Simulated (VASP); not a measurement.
**WC (wurtzite type): electric field gradients with PBE**

Crystal: WC (wurtzite type).

```xyz
4
Lattice="3.1256 0.0000 0.0000 -1.5628 2.7069 0.0000 0.0000 0.0000 5.9935" Properties=species:S:1:pos:R:3 pbc="T T T"
W     0.0000    1.8046    0.1340
W     1.5628    0.9023    3.1308
C     0.0000    1.8046    2.1195
C     1.5628    0.9023    5.1163
```

- Program: VASP 6.6.1
- Task: electric field gradients
- Functional: PBE
- Potentials or basis: VASP PAW PBE potentials, release 64 (W_sv, C)
- Cutoff: 520 eV
- k mesh: 12 × 12 × 7
- Occupations: fermi-dirac, width 0.05 eV
- Spin: no spin polarisation
- Dipole correction: no
- Further INCAR settings: ALGO = Normal; EDIFF = 1e-08; NBANDS = 26

* Pressure: 0.7 GPa
* Largest force: 0.005 eV/Å
* Band gap on the k mesh: zero (bands 18 and 19 overlap by 0.53 eV)
* Largest electric field gradient by atom: W -55.5; C -17.5 V/Å²

Forces in eV/Å, atoms in the order of the input:
```
W    0.000  0.000  0.005
W    0.000  0.000  0.005
C    0.000  0.000 -0.005
C    0.000  0.000 -0.005
```

Stress tensor (GPa, compression positive):
```
0.60 0.00 0.00
0.00 0.60 0.00
0.00 0.00 0.97
```

Levels at points of the mesh, in eV from the Fermi level:
| k point | band 14 | band 15 | band 16 | band 17 | band 18 | band 19 | band 20 | band 21 | band 22 | band 23 |
| --- | --- | --- | --- | --- | --- | --- | --- | --- | --- | --- |
| (0.00, 0.00, 0.00) | -4.35 | -3.56 | -3.56 | -0.36 | -0.36 | 0.19 | 1.32 | 1.32 | 2.40 | 4.29 |
| (0.50, 0.00, 0.00) | -4.41 | -3.46 | -1.92 | -1.92 | -0.16 | 1.62 | 2.12 | 2.44 | 2.76 | 3.20 |

Electric field gradients, principal values (V/Å²):
```tsv
atom	least	middle	greatest (by size)
1 W	27.743	27.744	-55.487
2 W	27.743	27.744	-55.487
3 C	8.747	8.748	-17.495
4 C	8.747	8.748	-17.495
```

Wall time 45 s on 1 thread of Intel(R) Xeon(R) Platinum 8488C (Sapphire Rapids) (shared host), peak memory 0.22 GiB.

Caveat: without QUAD_EFG the Cq values of the log hold for a quadrupole moment of 1 mb, not for the nuclei; spin-orbit coupling is left out, which moves the levels of the heavy elements.
